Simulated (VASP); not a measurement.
# Tl (R-3m) in VASP: single point with PBEsol

Aim: the single point of Tl with PBEsol.

All numbers are computed with VASP 6.6.1; they aren't measurements. Logs are shortened: lines on timing, memory, paths and dates and some standing lists are left out, and cuts for length are marked.

**1. The cell of the first run**

It takes space group R-3m (No. 166, trigonal). The conventional cell has a = 4.811 Å, b = 4.811 Å, c = 11.784 Å, α = 90.00°, β = 90.00°, γ = 120.00°. Within 2.3 Å of Tl (site symmetry 3m) lie 1 Tl at 1.71 Å.

**2. Single point, PBEsol (shortest bond scaled by 0.58)**

The input, INCAR:

```
SYSTEM = Tl
PREC = Accurate ; ENCUT = 520
EDIFF = 1E-6 ; ISMEAR = -1
SIGMA = 0.05 ; LREAL = .FALSE.
LASPH = .TRUE. ; NELM = 60
ALGO = Normal ; ISIF = 2
LWAVE = .FALSE. ; LCHARG = .TRUE.
GGA = PS ; LELF = .TRUE.
LVHAR = .TRUE. ; NBANDS = 20
```

The input, KPOINTS:

```
Automatic mesh
0
G
  8 8 8
  0 0 0
```

The input, POSCAR:

```
Tl
1.0
    0.0000000000      3.4017220227      3.4017220227
    3.4017220227      0.0000000000      3.4017220227
    3.4017220227      3.4017220227      0.0000000000
Tl
2
Direct
   -0.2825000000     -0.0725000000     -0.0725000000
    0.2825000000      0.0725000000      0.0725000000
```

Potentials or basis: VASP PAW PBE potentials, release 64 (Tl_d).

Command:

```console
$ cat potpaw_PBE.64/Tl_d/POTCAR > POTCAR
$ mpirun -np 1 vasp_std > vasp.out
```

OUTCAR:

```text
SYSTEM = Tl
   PREC = Accurate
   ENCUT = 520
   EDIFF = 1E-6
   ISMEAR = -1
   LREAL = .FALSE.
   LASPH = .TRUE.
   NELM = 60
   ISIF = 2
   GGA = PS

 ion  position               nearest neighbor table
   1  0.718  0.928  0.928-   2 1.71   2 3.56   2 3.56   2 3.56
   2  0.282  0.072  0.072-   1 1.71   1 3.56   1 3.56   1 3.56

 -----------------------------------------------------------------------------
|                                                                             |
|           W    W    AA    RRRRR   N    N  II  N    N   GGGG   !!!           |
|           W    W   A  A   R    R  NN   N  II  NN   N  G    G  !!!           |
|           W    W  A    A  R    R  N N  N  II  N N  N  G       !!!           |
|           W WW W  AAAAAA  RRRRR   N  N N  II  N  N N  G  GGG   !            |
|           WW  WW  A    A  R   R   N   NN  II  N   NN  G    G                |
|           W    W  A    A  R    R  N    N  II  N    N   GGGG   !!!           |
|                                                                             |
|     The distance between some ions is very small. Please check the          |
|     nearest-neighbor list in the OUTCAR file.                               |
|     I HOPE YOU KNOW WHAT YOU ARE DOING!                                     |
|                                                                             |
 -----------------------------------------------------------------------------

  LATTYP: Found a face centered cubic cell.
 ALAT       =     6.8034440454

  Lattice vectors:

 A1 = (   0.0000000000,   3.4017220227,   3.4017220227)
 A2 = (   3.4017220227,   0.0000000000,   3.4017220227)
 A3 = (   3.4017220227,   3.4017220227,   0.0000000000)

Analysis of symmetry for initial positions (statically):
=====================================================================
 Subroutine PRICEL returns:
 Original cell was already a primitive cell.

 Routine SETGRP: Setting up the symmetry group for a
 face centered cubic supercell.

 Subroutine GETGRP returns: Found 12 space group operations
 (whereof  4 operations were pure point group operations)
 out of a pool of 48 trial point group operations.

The static configuration has the point symmetry C_2h.
 The point group associated with its full space group is D_3d.

Analysis of symmetry for dynamics (positions and initial velocities):
=====================================================================
 Subroutine PRICEL returns:
 Original cell was already a primitive cell.

 Routine SETGRP: Setting up the symmetry group for a
 face centered cubic supercell.

 Subroutine GETGRP returns: Found 12 space group operations
[... 100 lines left out ...]
   LSORBIT =      F    spin-orbit coupling
   LASPH  =      T    aspherical Exc in radial PAW
   ENCUT  =  520.0 eV  38.22 Ry    6.18 a.u.   8.94  8.94  8.94*2*pi/ulx,y,z
   NELM   =     60;   NELMIN=  2; NELMDL= -5     # of ELM steps
   EDIFF  = 0.1E-05   stopping-criterion for ELM
   LREAL  =      F    real-space projection
   EDIFFG = 0.1E-04   stopping-criterion for IOM
   NSW    =      0    number of steps for IOM
   IBRION =     -1    ionic relax: 0-MD 1-quasi-New 2-CG
   NFREE  =      0    steps in history (QN), initial steepest desc. (CG)
   ISIF   =      2    stress and relaxation
   ISYM   =      2    0-nonsym 1-usesym 2-fastsym
   POTIM  = 0.5000    time-step for ionic-motion
   TEBEG  =    0.0;   TEEND  =   0.0 temperature during run
   PSTRESS=    0.0 pullay stress
   NELECT =      26.0000    total number of electrons
   NUPDOWN=      -1.0000    fix difference up-down
   EMIN   =  10.00;   EMAX   =-10.00  energy-range for DOS
   EFERMI =   0.00;   METHOD = LEGACY
   ISMEAR =    -1;   SIGMA  =   0.05  broadening in eV -4-tet -1-fermi 0-gaus
   EFERMI_NEDOS =   21; number of points for ismear=-14 and -15
   IALGO  =     38    algorithm
   IMIX   =      4    mixing-type and parameters
     AMIX     =   0.40;   BMIX     =  1.00
     AMIX_MAG =   1.60;   BMIX_MAG =  1.00
  volume/ion in A,a.u.               =      39.36       265.64
  Fermi-wavevector in a.u.,A,eV,Ry     =   1.131594  2.138402 17.422314  1.280504
  Thomas-Fermi vector in A             =   2.268293
   LORBIT       =      0    0 simple, 1 ext, 2 COOP (PROOUT), +10 PAW based schemes
   GGA     = PS    functional components
   LHFCALC =     F    Hartree Fock is set to
   AEXX    =    0.0000 exact exchange contribution
   IVDW    =     0    specifies the selected vdW correction
   LEPSILON=     F    determine dielectric tensor
   LRPA    =     F    only Hartree local field effects (RPA)
 non-spin polarized calculation
  energy-cutoff  :      520.00
  volume of cell :       78.73
 maximum number of plane-waves:      2148
   NGX = 17   NGY = 17   NGZ = 17

 number of electron      25.9999998 magnetization

 Free energy of the ion-electron system (eV)
  ---------------------------------------------------
  ext. energy  EPLUGINS =         0.00000000
  ---------------------------------------------------
  free energy    TOTEN  =        16.06110192 eV

  energy without entropy =       16.07184909  energy(sigma->0) =       16.06647550

 E-fermi :   3.5006     XC(G=0):  -8.4650

 val. band max:        3.4993851287   @ k =   0.3750   0.2500   0.0000
 cond. band min:       3.5382993569   @ k =   0.1250  -0.2500   0.3750
 fundamental gap:      0.0389142283
 Fermi energy:         3.5006405407

 k-point     1 :       0.0000    0.0000    0.0000
  band No.  band energies     occupation
      1     -15.9405      2.00000
      2     -14.4765      2.00000
      3     -14.4765      2.00000
      4     -10.3937      2.00000
      5     -10.3937      2.00000
      6      -8.5639      2.00000
[... 541 lines left out ...]
     19      10.9643      0.00000
     20      11.7601      0.00000

 [... further k-points ...]
[... 5 lines left out ...]
  --------------------------------------------------------------------------------------
  -------------------------------------------------------------------------------------
  Total       40.3627303     40.3627303     40.3627303    -42.2655286     42.2655286    -42.2655286
  in kB      821.4188368    821.4188368    821.4188368   -860.1425398    860.1425398   -860.1425398
  external PRESSURE =     821.4188368 kB  Pullay stress =       0.0000000 kB

 VOLUME and BASIS-vectors are now :
 -----------------------------------------------------------------------------
  energy-cutoff  :      520.00
  volume of cell :       78.73
      direct lattice vectors                 reciprocal lattice vectors
     0.000000000  3.401722023  3.401722023    -0.146984379  0.146984379  0.146984379
     3.401722023  0.000000000  3.401722023     0.146984379 -0.146984379  0.146984379
     3.401722023  3.401722023  0.000000000     0.146984379  0.146984379 -0.146984379

 POSITION                                       TOTAL-FORCE (eV/Angst)
 -----------------------------------------------------------------------------------
      6.31019      5.59583      5.59583       -43.188543     43.188543     43.188543
      0.49325      1.20761      1.20761        43.188543    -43.188543    -43.188543
 -----------------------------------------------------------------------------------
    total drift:                               -0.000000     -0.000000     -0.000000

  FREE ENERGIE OF THE ION-ELECTRON SYSTEM (eV)
  ---------------------------------------------------
  free  energy   TOTEN  =        16.0611019162 eV

  energy  without entropy=       16.0718490875  energy(sigma->0) =       16.06647550
```

OSZICAR:

```text
N       E                     dE             d eps       ncg     rms          rms(c)
DAV:   1     0.153056865322E+03    0.15306E+03   -0.13984E+04  2640   0.117E+03
DAV:   2     0.189631379213E+02   -0.13409E+03   -0.13212E+03  2844   0.271E+02
DAV:   3     0.157452390668E+02   -0.32179E+01   -0.32087E+01  3000   0.380E+01
DAV:   4     0.157029450763E+02   -0.42294E-01   -0.42290E-01  2864   0.457E+00
DAV:   5     0.157019644277E+02   -0.98065E-03   -0.98064E-03  2996   0.642E-01    0.410E+01
DAV:   6     0.159270383951E+02    0.22507E+00   -0.18147E-02  2740   0.810E-01    0.248E+01
DAV:   7     0.160612532061E+02    0.13421E+00   -0.42085E-02  2704   0.123E+00    0.149E-01
DAV:   8     0.160611118393E+02   -0.14137E-03   -0.14890E-03  2932   0.239E-01    0.707E-02
DAV:   9     0.160611034432E+02   -0.83961E-05   -0.61325E-05  2928   0.620E-02    0.165E-02
DAV:  10     0.160611020474E+02   -0.13958E-05   -0.45947E-06  2836   0.162E-02    0.554E-03
DAV:  11     0.160611019162E+02   -0.13123E-06   -0.54883E-07  1508   0.529E-03
   1 F= 0.16061102E+02 E0= 0.16066476E+02  d E =-.107472E-01
```

stdout:

```text
POSCAR found type information on POSCAR Tl
 POSCAR found :  1 types and       2 ions
 scaLAPACK will be used
 -----------------------------------------------------------------------------
|                                                                             |
|                                                                             |
[... 17 lines left out ...]
|     I HOPE YOU KNOW WHAT YOU ARE DOING!                                     |
|                                                                             |
 -----------------------------------------------------------------------------

 POSCAR, INCAR and KPOINTS ok, starting setup
 FFT: planning ... GRIDC
 FFT: planning ... GRID_SOFT
 FFT: planning ... GRID
 WAVECAR not read
 entering main loop
```

Wall time 26 s (1 thread of Intel Xeon 6975P-C (Granite Rapids), shared host); peak memory 0.24 GiB.

Results:

```
Free energy            : 16.0611 eV
Pressure               : 82.1 GPa
Largest force          : 74.805 eV/Å
Band gap on the k mesh : zero (band 13 reaches 5.19 eV, above the bottom of band 14 at 2.76 eV)
```

Forces on the atoms (eV/Å):
```
Tl  -43.189  43.189  43.189
Tl   43.189 -43.189 -43.189
```

Levels at points of the mesh, in eV from the Fermi level:
```
           k point  band 9  band 10  band 11  band 12  band 13  band 14  band 15  band 16  band 17  band 18
(0.00, 0.00, 0.00)  -10.47   -10.47    -9.68     0.34     1.59     1.98     1.98     5.15     5.15     5.28
(0.50, 0.00, 0.00)  -10.22   -10.22    -8.42    -4.84     0.57     0.57     3.17     6.14     6.14     6.54
(0.00, 0.50, 0.00)  -10.51   -10.33    -8.82    -3.30     0.33     1.64     1.90     3.91     6.04     6.77
(0.50, 0.50, 0.00)  -10.48   -10.19    -8.40    -3.85    -0.51     0.34     1.27     3.36     8.98     9.13
```

Caveat: the cell differs from its parent crystal (shortest bond scaled by 0.58); the PAW data sets were made with another functional, which shifts forces and pressure a little; spin-orbit coupling is left out, which moves the levels of the heavy elements.
